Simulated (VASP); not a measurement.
# Ti (P6_3/mmc) in VASP: a series of runs

The runs below take Ti through single point, relaxation of volume and atoms at fixed shape, with PBEsol.

Everything below comes from runs of VASP 6.6.1. Logs are shortened: lines on timing, memory, paths and dates and some standing lists are left out, and cuts for length are marked.

### 1 The cell of the first run

Symmetry: P6_3/mmc, No. 194, hexagonal system. The conventional cell has a = 2.897 Å, b = 2.897 Å, c = 4.596 Å, α = 90.00°, β = 90.00°, γ = 120.00°. Within 3.7 Å of Ti (site symmetry -6m2) lie 12 Ti at 2.84 to 2.90 Å.

### 2 Single point, PBEsol

The input, INCAR:

```
  PREC = Accurate
  ENCUT = 520
  EDIFF = 1E-7
  ISMEAR = 1
  SIGMA = 0.05
  LREAL = F
  LASPH = T
  NELM = 100
  ALGO = Normal
  ISIF = 2
  LWAVE = F
  LCHARG = F
  GGA = PS
  NBANDS = 19
```

The input, KPOINTS:

```
regular mesh
0
Gamma
  9 9 5
```

The input, POSCAR:

```
Ti
1.0
    2.8970199981      0.0000000000      0.0000000000
   -1.4485099991      2.5088929136      0.0000000000
    0.0000000000      0.0000000000      4.5959503699
Ti
2
Direct
    0.3333333333      0.6666666667      0.2500000000
    0.6666666667      0.3333333333      0.7500000000
```

Potentials or basis: VASP PAW PBE potentials, release 64 (Ti_sv).

The run is started by

```sh
$ cat potpaw_PBE.64/Ti_sv/POTCAR > POTCAR
$ mpirun -np 1 vasp_std > vasp.out
```

OUTCAR:

```text
PREC = Accurate
   ENCUT = 520
   EDIFF = 1E-7
   ISMEAR = 1
   LREAL = F
   LASPH = T
   NELM = 100
   ISIF = 2
   GGA = PS

 ion  position               nearest neighbor table
   1  0.333  0.667  0.250-   2 2.84   2 2.84   2 2.84   2 2.84   2 2.84   2 2.84
   2  0.667  0.333  0.750-   1 2.84   1 2.84   1 2.84   1 2.84   1 2.84   1 2.84

  LATTYP: Found a hexagonal cell.
 ALAT       =     2.8970199981
 C/A-ratio  =     1.5864406780

  Lattice vectors:

 A1 = (   2.8970199981,   0.0000000000,   0.0000000000)
 A2 = (  -1.4485099991,   2.5088929136,   0.0000000000)
 A3 = (   0.0000000000,   0.0000000000,   4.5959503699)

Analysis of symmetry for initial positions (statically):
=====================================================================
 Subroutine PRICEL returns:
 Original cell was already a primitive cell.

 Routine SETGRP: Setting up the symmetry group for a
 hexagonal supercell.

 Subroutine GETGRP returns: Found 24 space group operations
 (whereof 12 operations were pure point group operations)
 out of a pool of 24 trial point group operations.

The static configuration has the point symmetry D_3d.
 The point group associated with its full space group is D_6h.

Analysis of symmetry for dynamics (positions and initial velocities):
=====================================================================
 Subroutine PRICEL returns:
 Original cell was already a primitive cell.

 Routine SETGRP: Setting up the symmetry group for a
 hexagonal supercell.

 Subroutine GETGRP returns: Found 24 space group operations
 (whereof 12 operations were pure point group operations)
 out of a pool of 24 trial point group operations.

The dynamic configuration has the point symmetry D_3d.
 The point group associated with its full space group is D_6h.

 Subroutine INISYM returns: Found 24 space group operations
 (whereof 12 operations are pure point group operations),
 and found     1 'primitive' translations

----------------------------------------------------------------------------------------

                                     Primitive cell

  volume of cell :      33.4048

[... 81 lines left out ...]
   ICHARG =      2    charge: 1-file 2-atom 10-const
   ISPIN  =      1    spin polarized calculation?
   LNONCOLLINEAR =      F non collinear calculations
   LSORBIT =      F    spin-orbit coupling
   LASPH  =      T    aspherical Exc in radial PAW
   ENCUT  =  520.0 eV  38.22 Ry    6.18 a.u.   5.39  5.39  8.55*2*pi/ulx,y,z
   NELM   =    100;   NELMIN=  2; NELMDL= -5     # of ELM steps
   EDIFF  = 0.1E-06   stopping-criterion for ELM
   LREAL  =      F    real-space projection
   EDIFFG = 0.1E-05   stopping-criterion for IOM
   NSW    =      0    number of steps for IOM
   IBRION =     -1    ionic relax: 0-MD 1-quasi-New 2-CG
   NFREE  =      0    steps in history (QN), initial steepest desc. (CG)
   ISIF   =      2    stress and relaxation
   ISYM   =      2    0-nonsym 1-usesym 2-fastsym
   POTIM  = 0.5000    time-step for ionic-motion
   TEBEG  =    0.0;   TEEND  =   0.0 temperature during run
   PSTRESS=    0.0 pullay stress
   NELECT =      24.0000    total number of electrons
   NUPDOWN=      -1.0000    fix difference up-down
   EMIN   =  10.00;   EMAX   =-10.00  energy-range for DOS
   EFERMI =   0.00;   METHOD = LEGACY
   ISMEAR =     1;   SIGMA  =   0.05  broadening in eV -4-tet -1-fermi 0-gaus
   EFERMI_NEDOS =   21; number of points for ismear=-14 and -15
   IALGO  =     38    algorithm
   IMIX   =      4    mixing-type and parameters
     AMIX     =   0.40;   BMIX     =  1.00
     AMIX_MAG =   1.60;   BMIX_MAG =  1.00
  volume/ion in A,a.u.               =      16.70       112.71
  Fermi-wavevector in a.u.,A,eV,Ry     =   1.466253  2.770816 29.251138  2.149898
  Thomas-Fermi vector in A             =   2.582013
   LORBIT       =      0    0 simple, 1 ext, 2 COOP (PROOUT), +10 PAW based schemes
   GGA     = PS    functional components
   LHFCALC =     F    Hartree Fock is set to
   AEXX    =    0.0000 exact exchange contribution
   IVDW    =     0    specifies the selected vdW correction
   LEPSILON=     F    determine dielectric tensor
   LRPA    =     F    only Hartree local field effects (RPA)
 non-spin polarized calculation
 Methfessel and Paxton  Order N= 1 SIGMA  =   0.05
  energy-cutoff  :      520.00
  volume of cell :       33.40
 maximum number of plane-waves:       929
 NGX is ok and might be reduce to    24
   NGX = 11   NGY = 11   NGZ = 17

 number of electron      24.0000000 magnetization

 Free energy of the ion-electron system (eV)
  ---------------------------------------------------
  ext. energy  EPLUGINS =         0.00000000
  ---------------------------------------------------
  free energy    TOTEN  =       -16.68124946 eV

  energy without entropy =      -16.68093401  energy(sigma->0) =      -16.68114431

 E-fermi :   8.7039     XC(G=0): -11.8233

 val. band max:        8.6107157612   @ k =   0.0000   0.0000   0.4000
 cond. band min:       8.7090324203   @ k =   0.2222   0.2222   0.4000
 fundamental gap:      0.0983166591
 Fermi energy:         8.7038922820

 k-point     1 :       0.0000    0.0000    0.0000
  band No.  band energies     occupation
      1     -47.9357      2.00000
      2     -47.7732      2.00000
      3     -24.6800      2.00000
      4     -23.9363      2.00000
      5     -23.9363      2.00000
      6     -23.8676      2.00000
[... 505 lines left out ...]
      6     -24.1437      2.00000
[... 11 lines left out ...]
     18      11.9011      0.00000
     19      15.4250      0.00000

 [... further k-points ...]

------------------------ aborting loop because EDIFF is reached ----------------------------------------

  FORCE on cell =-STRESS in cart. coord.  units (eV):
  Direction    XX          YY          ZZ          XY          YZ          ZX
  --------------------------------------------------------------------------------------
  -------------------------------------------------------------------------------------
  Total       -0.0162031     -0.0162031     -0.1079035      0.0000000      0.0000000      0.0000000
  in kB       -0.7771392     -0.7771392     -5.1753184      0.0000000      0.0000000      0.0000000
  external PRESSURE =      -2.2431989 kB  Pullay stress =       0.0000000 kB

 VOLUME and BASIS-vectors are now :
 -----------------------------------------------------------------------------
  energy-cutoff  :      520.00
  volume of cell :       33.40
      direct lattice vectors                 reciprocal lattice vectors
     2.897019998  0.000000000  0.000000000     0.345182291  0.199291089  0.000000000
    -1.448509999  2.508892914  0.000000000     0.000000000  0.398582177  0.000000000
     0.000000000  0.000000000  4.595950370     0.000000000  0.000000000  0.217582854

 POSITION                                       TOTAL-FORCE (eV/Angst)
 -----------------------------------------------------------------------------------
     -0.00000      1.67260      1.14899         0.000000      0.000000      0.000000
      1.44851      0.83630      3.44696        -0.000000     -0.000000      0.000000
 -----------------------------------------------------------------------------------
    total drift:                                0.000000     -0.000000      0.000000

  FREE ENERGIE OF THE ION-ELECTRON SYSTEM (eV)
  ---------------------------------------------------
  free  energy   TOTEN  =       -16.6812494622 eV

  energy  without entropy=      -16.6809340071  energy(sigma->0) =      -16.68114431
```

stdout:

```text
POSCAR found type information on POSCAR Ti
 POSCAR found :  1 types and       2 ions
 scaLAPACK will be used
 -----------------------------------------------------------------------------
|                                                                             |
|                                                                             |
|     You enforced a specific xc type in the INCAR file but a different       |
|     I HOPE YOU KNOW WHAT YOU ARE DOING!                                     |
|                                                                             |
 -----------------------------------------------------------------------------

 LDA part: xc-table for (Slater+PW92), standard interpolation
 POSCAR, INCAR and KPOINTS ok, starting setup
 FFT: planning ... GRIDC
 FFT: planning ... GRID_SOFT
 FFT: planning ... GRID
 WAVECAR not read
 entering main loop
```

It took 40 s on 1 thread of Intel Xeon 8259CL, shared host; peak memory 0.16 GiB.

Results:

```yaml
Free_energy: -16.6812 eV
Pressure: -0.2 GPa
Band_gap_on_the_k_mesh: zero (bands 12 and 13 overlap by 1.09 eV)
```

Caveat: the PAW data sets were made with another functional, which shifts forces and pressure a little.

### 3 Relaxation of volume and atoms at fixed shape, PBEsol

This run uses another cell than the first one, of 17.64 Å³/atom.

The input, INCAR:

```
PREC = Accurate
ENCUT = 600
EDIFF = 1E-7
ISMEAR = 1
SIGMA = 0.05
LREAL = F
LASPH = T
NELM = 80
ALGO = Normal
ISIF = 8
LWAVE = F
LCHARG = F
GGA = PS
IBRION = 2
NSW = 80
EDIFFG = -0.03
```

The input, KPOINTS:

```
Automatic mesh
0
Gamma
  9 9 5
```

The input, POSCAR:

```
Ti
1.0
    2.9500000000      0.0000000000      0.0000000000
   -1.4750000000      2.5547749412      0.0000000000
    0.0000000000      0.0000000000      4.6800000000
Ti
2
Direct
    0.3333333333      0.6666666667      0.2500000000
    0.6666666667      0.3333333333      0.7500000000
```

Potentials or basis: VASP PAW PBE potentials, release 64 (Ti_sv).

The run is started by

```sh
$ cat potpaw_PBE.64/Ti_sv/POTCAR > POTCAR
$ mpirun -np 1 vasp_std > vasp.out
```

Wall time 96 s (1 thread of Intel Xeon 8259CL, shared host); peak memory 0.17 GiB.

Results (log left out):

* Free energy: -16.6817 eV
* Relaxed volume: 16.67 Å³/atom
* Relaxed cell: a = 2.895 Å, b = 2.895 Å, c = 4.593 Å, α = 90.00°, β = 90.00°, γ = 120.00°
* Space group after relaxing (to 0.1 Å): P6_3/mmc (No. 194)
* Energy gained by relaxing: 19.1 meV/atom
* Ionic steps: 3
* Pressure after relaxing: 0.0 GPa
* Band gap on the k mesh: zero (bands 12 and 13 overlap by 1.09 eV)

Stress tensor (GPa, compression positive):
```
 0.11  0.00  0.00
 0.00  0.11  0.00
 0.00  0.00 -0.31
```

Step by step:
| step | energy change (eV) | largest force (eV/Å) | pressure (GPa) | volume (Å³) |
| --- | --- | --- | --- | --- |
| 1 | 0.0000 | 0.0000 | -6.06 | 35.27 |
| 2 | -0.0166 | 0.0000 | 5.28 | 31.98 |
| 3 | -0.0382 | 0.0000 | -0.03 | 33.34 |

Final structure:
```
CELL_PARAMETERS angstrom
2.89515 0.00000 0.00000
-1.44757 2.50727 0.00000
0.00000 0.00000 4.59298
ATOMIC_POSITIONS crystal
Ti 0.33333 0.66667 0.25000
Ti 0.66667 0.33333 0.75000
```

Levels at points of the mesh, in eV from the Fermi level:
```tsv
k point	band 9	band 10	band 11	band 12	band 13	band 14	band 15	band 16
(0.00, 0.00, 0.00)	-6.38	-2.88	0.72	0.72	0.80	0.83	1.25	1.25
```

Caveat: the PAW data sets were made with another functional, which shifts forces and pressure a little.

The gap in the log of VASP goes by the Fermi energy; the results here count the filled bands.